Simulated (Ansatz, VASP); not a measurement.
One calculation of C, two programs

```
C
1.0
     3.56028    0.00000    0.00000
     0.00000   -3.56028    0.00000
     0.00000    0.00000   -3.56028
C
8
Direct
  0.50000 0.00000 0.98947
  0.00000 0.50000 0.00000
  0.00000 0.00000 0.50000
  0.50000 0.50000 0.50000
  0.75000 0.75000 0.75000
  0.25000 0.25000 0.75000
  0.25000 0.75000 0.25000
  0.75000 0.25000 0.25000
```

Alike in both runs: task single point; functional r2SCAN; k mesh 6 × 6 × 6; occupations gaussian, width 0.05 eV; no spin polarisation.

|  | VASP | Ansatz |
| --- | --- | --- |
| version | VASP 6.6.1 | Ansatz 0.2.0 |
| potentials or method | VASP PAW PBE potentials, release 64 (C), cutoff 520 eV | scalar-relativistic, plane waves, PAW |
| valence electrons in the cell | 32 | 32 |

VASP gave:

* gap on the k mesh at the Fermi level (eV): 4.19
* least direct gap on the mesh (eV): 4.68
* pressure (GPa): 1.3
* traceless stress, the component that is largest in VASP (GPa): 0.35
* rms of the force components (eV/Å): 0.399

Q: What did Ansatz give for the same quantities?

A: gap on the k mesh at the Fermi level (eV): 4.22; least direct gap on the mesh (eV): 4.71; pressure (GPa): 0.2; traceless stress, the component that is largest in VASP (GPa): 0.30; rms of the force components (eV/Å): 0.397.

VASP's potentials were made for PBE, not for r2SCAN. Atom by atom the forces differ by 0.003 eV/Å (rms over components). The functional is the same, so the differences come from potentials, cutoffs and numerics.
